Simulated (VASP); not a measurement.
# Na (P1) in VASP: further runs

Na is run at these levels: PBEsol; tasks: single point.

All numbers are computed with VASP 6.6.1; they aren't measurements. Logs are shortened: lines on timing, memory, paths and dates and some standing lists are left out, and cuts for length are marked.

## Step 1: The cell of the first run

The typed cell holds 16 atoms: a = 9.387 Å, b = 9.387 Å, c = 9.387 Å, α = 109.14°, β = 109.14°, γ = 110.14°.

## Step 2: Single point, PBEsol

Input file INCAR:

```
PREC = Accurate
ENCUT = 520
EDIFF = 1E-7
ISMEAR = -1
SIGMA = 0.1551
LREAL = Auto
LASPH = True
NELM = 80
ALGO = Normal
ISIF = 2
LWAVE = False
LCHARG = False
GGA = PS
NBANDS = 70
```

Input file KPOINTS:

```
Automatic mesh
0
Gamma
  2 2 2
  0.5 0.5 0.5
```

Input file POSCAR:

```
Na
1.0
   -7.6959310000      0.0000000000      5.3742510000
    7.6959310000      0.0000000000      5.3742510000
    0.0000000000      7.6959310000     -5.3742510000
Na
16
Direct
    0.1143246318     -0.0282470726      0.0063788254
    0.7527416139     -0.0322537298      0.1704921731
    0.4925947345      0.0843878522      0.4381046296
    0.3104215136      0.0071010966      0.7831121407
    0.7544885970      0.2293326412      0.0022887419
    0.6027717598      0.2372601667      0.2211879239
    0.2710798970      0.3030317167      0.5188157222
   -0.1106362630      0.1925579834      0.6572056064
    0.3791763632      0.4275711578     -0.0855900345
    0.2014865435      0.5371718557      0.2675869885
   -0.0217544946      0.5260644763      0.5632156785
    0.2001113952      0.7258835208      0.0033251338
    0.0886907043      0.8209564951      0.3691372753
    0.8488325932      0.6027689266      0.8821366772
    0.7093806529      0.7165019485      0.5170962422
    0.4569362198      0.7712181436      0.7758249132
```

Potentials or basis: VASP PAW PBE potentials, release 64 (Na_pv).

Launch:

```console
$ cat potpaw_PBE.64/Na_pv/POTCAR > POTCAR
$ mpirun -np 1 vasp_std > vasp.out
```

OUTCAR:

```text
PREC = Accurate
   ENCUT = 520
   EDIFF = 1E-7
   ISMEAR = -1
   LREAL = Auto
   LASPH = True
   NELM = 80
   ISIF = 2
   GGA = PS

 ion  position               nearest neighbor table
   1  0.114  0.972  0.006-  12 2.69
   2  0.753  0.968  0.170-
   3  0.493  0.084  0.438-
   4  0.310  0.007  0.783-
   5  0.754  0.229  0.002-
   6  0.603  0.237  0.221-
   7  0.271  0.303  0.519-
   8  0.889  0.193  0.657-
   9  0.379  0.428  0.914-
  10  0.201  0.537  0.268-
  11  0.978  0.526  0.563-
  12  0.200  0.726  0.003-   1 2.69  14 2.75
  13  0.089  0.821  0.369-
  14  0.849  0.603  0.882-  12 2.75
  15  0.709  0.717  0.517-
  16  0.457  0.771  0.776-

  LATTYP: Found a body centered tetragonal cell.
 ALAT       =    10.8836899953
 C/A-ratio  =     0.9875788455

  Lattice vectors:

 A1 = (  -7.6959310000,   0.0000000000,   5.3742510000)
 A2 = (   7.6959310000,   0.0000000000,   5.3742510000)
 A3 = (   0.0000000000,   7.6959310000,  -5.3742510000)

Analysis of symmetry for initial positions (statically):
=====================================================================
 Subroutine PRICEL returns:
 Original cell was already a primitive cell.

 Routine SETGRP: Setting up the symmetry group for a
 body centered tetragonal supercell.

 Subroutine GETGRP returns: Found  1 space group operations
 (whereof  1 operations were pure point group operations)
 out of a pool of 16 trial point group operations.

The static configuration has the point symmetry C_1 .

Analysis of symmetry for dynamics (positions and initial velocities):
=====================================================================
 Subroutine PRICEL returns:
 Original cell was already a primitive cell.

 Routine SETGRP: Setting up the symmetry group for a
 body centered tetragonal supercell.

 Subroutine GETGRP returns: Found  1 space group operations
 (whereof  1 operations were pure point group operations)
 out of a pool of 16 trial point group operations.

The dynamic configuration has the point symmetry C_1 .

 Subroutine INISYM returns: Found  1 space group operations
 (whereof  1 operations are pure point group operations),
 and found     1 'primitive' translations

----------------------------------------------------------------------------------------

                                     Primitive cell

  volume of cell :     636.6053

  direct lattice vectors                    reciprocal lattice vectors
    -7.695931000  0.000000000  5.374251000    -0.064969397  0.064969397  0.093036220
     7.695931000  0.000000000  5.374251000     0.064969397  0.064969397  0.093036220
     0.000000000  7.695931000 -5.374251000     0.000000000  0.129938795  0.000000000

  length of vectors
     9.386688861  9.386688861  9.386688861     0.130758493  0.130758493  0.129938795

  position of ions in fractional coordinates (direct lattice)
     0.114324632  0.971752927  0.006378825
     0.752741614  0.967746270  0.170492173
     0.492594735  0.084387852  0.438104630
     0.310421514  0.007101097  0.783112141
     0.754488597  0.229332641  0.002288742
     0.602771760  0.237260167  0.221187924
[... 8 lines left out ...]
     0.709380653  0.716501949  0.517096242
     0.456936220  0.771218144  0.775824913

  ion indices of the primitive-cell ions
   primitive index   ion index
                 1           1
                 2           2
                 3           3
                 4           4
                 5           5
                 6           6
[... 8 lines left out ...]
                15          15
                16          16

----------------------------------------------------------------------------------------

 KPOINTS: Automatic mesh

Automatic generation of k-mesh.
 Grid dimensions read from file:
 generate k-points for:    2    2    2

 Generating k-lattice:

  Cartesian coordinates                     Fractional coordinates (reciprocal lattice)
    -0.032484699  0.032484699  0.046518110     0.500000000  0.000000000  0.000000000
     0.032484699  0.032484699  0.046518110     0.000000000  0.500000000  0.000000000
     0.000000000  0.064969397  0.000000000     0.000000000  0.000000000  0.500000000

  Length of vectors
     0.065379247  0.065379247  0.064969397

  Shift w.r.t. Gamma in fractional coordinates (k-lattice)
     0.500000000  0.500000000  0.500000000

 Subroutine IBZKPT returns following result:
 ===========================================

 Found      4 irreducible k-points:

 Following reciprocal coordinates:
            Coordinates               Weight
  0.250000  0.250000  0.250000      2.000000
 -0.250000  0.250000  0.250000      2.000000
  0.250000 -0.250000  0.250000      2.000000
 -0.250000 -0.250000  0.250000      2.000000
   k-points           NKPTS =      4   k-points in BZ     NKDIM =      4   number of bands    NBANDS=     70
   number of dos      NEDOS =    301   number of ions     NIONS =     16
   total plane-waves  NPLWV = 343000
   dimension x,y,z NGX =    70 NGY =   70 NGZ =   70
   dimension x,y,z NGXF=   140 NGYF=  140 NGZF=  140
   ions per type =              16
   NGX,Y,Z   is equivalent  to a cutoff of  12.40, 12.40, 12.40 a.u.
   NGXF,Y,Z  is equivalent  to a cutoff of  24.80, 24.80, 24.80 a.u.
 SYSTEM =  unknown system
   PREC   = accura    normal or accurate (medium, high low for compatibility)
   ISTART =      0    job   : 0-new  1-cont  2-samecut
   ICHARG =      2    charge: 1-file 2-atom 10-const
   ISPIN  =      1    spin polarized calculation?
   LNONCOLLINEAR =      F non collinear calculations
   LSORBIT =      F    spin-orbit coupling
   LASPH  =      T    aspherical Exc in radial PAW
   ENCUT  =  520.0 eV  38.22 Ry    6.18 a.u.  17.45 17.45 17.45*2*pi/ulx,y,z
   NELM   =     80;   NELMIN=  2; NELMDL= -5     # of ELM steps
   EDIFF  = 0.1E-06   stopping-criterion for ELM
   LREAL  =      T    real-space projection
   EDIFFG = 0.1E-05   stopping-criterion for IOM
   NSW    =      0    number of steps for IOM
   IBRION =     -1    ionic relax: 0-MD 1-quasi-New 2-CG
   NFREE  =      0    steps in history (QN), initial steepest desc. (CG)
   ISIF   =      2    stress and relaxation
   ISYM   =      2    0-nonsym 1-usesym 2-fastsym
   POTIM  = 0.5000    time-step for ionic-motion
   TEBEG  =    0.0;   TEEND  =   0.0 temperature during run
   PSTRESS=    0.0 pullay stress
   NELECT =     112.0000    total number of electrons
   NUPDOWN=      -1.0000    fix difference up-down
   EMIN   =  10.00;   EMAX   =-10.00  energy-range for DOS
   EFERMI =   0.00;   METHOD = LEGACY
   ISMEAR =    -1;   SIGMA  =   0.16  broadening in eV -4-tet -1-fermi 0-gaus
   EFERMI_NEDOS =   21; number of points for ismear=-14 and -15
   IALGO  =     38    algorithm
   IMIX   =      4    mixing-type and parameters
     AMIX     =   0.40;   BMIX     =  1.00
     AMIX_MAG =   1.60;   BMIX_MAG =  1.00
  volume/ion in A,a.u.               =      39.79       268.50
  Fermi-wavevector in a.u.,A,eV,Ry     =   0.917327  1.733496 11.449146  0.841488
  Thomas-Fermi vector in A             =   2.042283
   LORBIT       =      0    0 simple, 1 ext, 2 COOP (PROOUT), +10 PAW based schemes
   GGA     = PS    functional components
   LHFCALC =     F    Hartree Fock is set to
   AEXX    =    0.0000 exact exchange contribution
   IVDW    =     0    specifies the selected vdW correction
   LEPSILON=     F    determine dielectric tensor
   LRPA    =     F    only Hartree local field effects (RPA)
 non-spin polarized calculation
  energy-cutoff  :      520.00
  volume of cell :      636.61
 maximum number of plane-waves:     17172
 NGX is ok and might be reduce to    70
   NGX = 35   NGY = 35   NGZ = 35

 number of electron     112.0000005 magnetization

 Free energy of the ion-electron system (eV)
  ---------------------------------------------------
  ext. energy  EPLUGINS =         0.00000000
  ---------------------------------------------------
  free energy    TOTEN  =       -20.03717781 eV

  energy without entropy =      -19.16613392  energy(sigma->0) =      -19.60165587

 E-fermi :   0.0906     XC(G=0):  -6.2752

 val. band max:        0.0741841677   @ k =   0.2500  -0.2500   0.2500
 cond. band min:       0.1359669266   @ k =   0.2500   0.2500   0.2500
 fundamental gap:      0.0617827589
 Fermi energy:         0.0905999722

 k-point     1 :       0.2500    0.2500    0.2500
  band No.  band energies     occupation
      1     -25.0709      2.00000
      2     -24.9884      2.00000
      3     -24.9635      2.00000
      4     -24.9581      2.00000
      5     -24.9454      2.00000
      6     -24.9409      2.00000
[... 60 lines left out ...]
     67       2.7893      0.00000
     68       2.8172      0.00000

 k-point     2 :      -0.2500    0.2500    0.2500
  band No.  band energies     occupation
      1     -25.0709      2.00000
      2     -24.9884      2.00000
      3     -24.9637      2.00000
      4     -24.9580      2.00000
      5     -24.9454      2.00000
      6     -24.9409      2.00000
[... 60 lines left out ...]
     67       2.3999      0.00000
     68       2.4326      0.00000

 k-point     3 :       0.2500   -0.2500    0.2500
  band No.  band energies     occupation
      1     -25.0709      2.00000
      2     -24.9884      2.00000
      3     -24.9637      2.00000
      4     -24.9580      2.00000
      5     -24.9454      2.00000
      6     -24.9409      2.00000
[... 60 lines left out ...]
     67       2.3814      0.00000
     68       2.5112      0.00000

 k-point     4 :      -0.2500   -0.2500    0.2500
  band No.  band energies     occupation
      1     -25.0709      2.00000
      2     -24.9884      2.00000
      3     -24.9635      2.00000
      4     -24.9581      2.00000
      5     -24.9454      2.00000
      6     -24.9409      2.00000
[... 60 lines left out ...]
     67       2.3386      0.00000
     68       2.4949      0.00000
 [bands above 68 left out]

------------------------ aborting loop because EDIFF is reached ----------------------------------------

  FORCE on cell =-STRESS in cart. coord.  units (eV):
  Direction    XX          YY          ZZ          XY          YZ          ZX
  --------------------------------------------------------------------------------------
  -------------------------------------------------------------------------------------
  Total        2.5548647      1.5396520      1.5821752     -0.4145260      0.1240273     -0.2435070
  in kB        6.4299591      3.8749213      3.9819415     -1.0432588      0.3121458     -0.6128465
  external PRESSURE =       4.7622740 kB  Pullay stress =       0.0000000 kB

 VOLUME and BASIS-vectors are now :
 -----------------------------------------------------------------------------
  energy-cutoff  :      520.00
  volume of cell :      636.61
      direct lattice vectors                 reciprocal lattice vectors
    -7.695931000  0.000000000  5.374251000    -0.064969397  0.064969397  0.093036220
     7.695931000  0.000000000  5.374251000     0.064969397  0.064969397  0.093036220
     0.000000000  7.695931000 -5.374251000     0.000000000  0.129938795  0.000000000

 POSITION                                       TOTAL-FORCE (eV/Angst)
 -----------------------------------------------------------------------------------
      6.59871      0.04909      5.80257         0.993777      0.216524      0.413857
      1.65466      1.31210      8.33007        -0.311335      0.284192     -0.117545
     -3.14153      3.37162      0.74636        -0.038509      0.149019     -0.264950
     -2.33433      6.02678     -2.50219         0.310953     -0.106918      0.067834
     -4.04156      0.01761      5.27500        -0.126587     -0.317225      0.563709
     -2.81295      1.70225      3.32582         0.480260      0.111043     -0.191752
[... 8 lines left out ...]
      0.05480      3.97954      4.88405         0.055902     -0.029234     -0.015242
      2.41869      5.97070      2.43093        -0.328196     -0.249428     -0.002883
 -----------------------------------------------------------------------------------
    total drift:                               -0.002026     -0.000987      0.000326

  FREE ENERGIE OF THE ION-ELECTRON SYSTEM (eV)
  ---------------------------------------------------
  free  energy   TOTEN  =       -20.0371778131 eV

  energy  without entropy=      -19.1661339234  energy(sigma->0) =      -19.60165587
```

Wall time 8.6 min (1 thread of Intel Xeon 8259CL, shared host); peak memory 0.69 GiB.

Results:

| Property | Result |
| --- | --- |
| Free energy | -20.0372 eV |
| Pressure | 0.5 GPa |
| Largest force | 1.188 eV/Å |
| Band gap on the k mesh | zero (bands 56 and 57 overlap by 0.42 eV) |

Forces on the atoms (eV/Å):
```
Na   0.994  0.217  0.414
Na  -0.311  0.284 -0.118
Na  -0.039  0.149 -0.265
Na   0.311 -0.107  0.068
Na  -0.127 -0.317  0.564
Na   0.480  0.111 -0.192
Na   0.044 -0.246  0.037
Na  -0.257  0.175  0.090
Na  -0.010  0.352 -0.013
Na  -0.284  0.004  0.002
Na  -0.117 -0.047  0.179
Na  -1.124  0.251  0.290
Na   0.311 -0.191 -0.127
Na   0.400 -0.356 -0.911
Na   0.056 -0.029 -0.015
Na  -0.328 -0.249 -0.003
```

Levels at points of the mesh, in eV from the Fermi level:
```
           k point  band 54  band 55  band 56  band 57  band 58  band 59  band 60  band 61  band 62  band 63
(0.25, 0.25, 0.25)     0.09     0.18     0.26     0.35     0.40     0.47     0.55     0.59     0.61     0.73
```

Caveat: the k points lie up to 0.41 Å⁻¹ apart; the atoms stand as in a frame of molecular dynamics; the PAW data sets were made with another functional, which shifts forces and pressure a little.

[end of part 1 of 2]
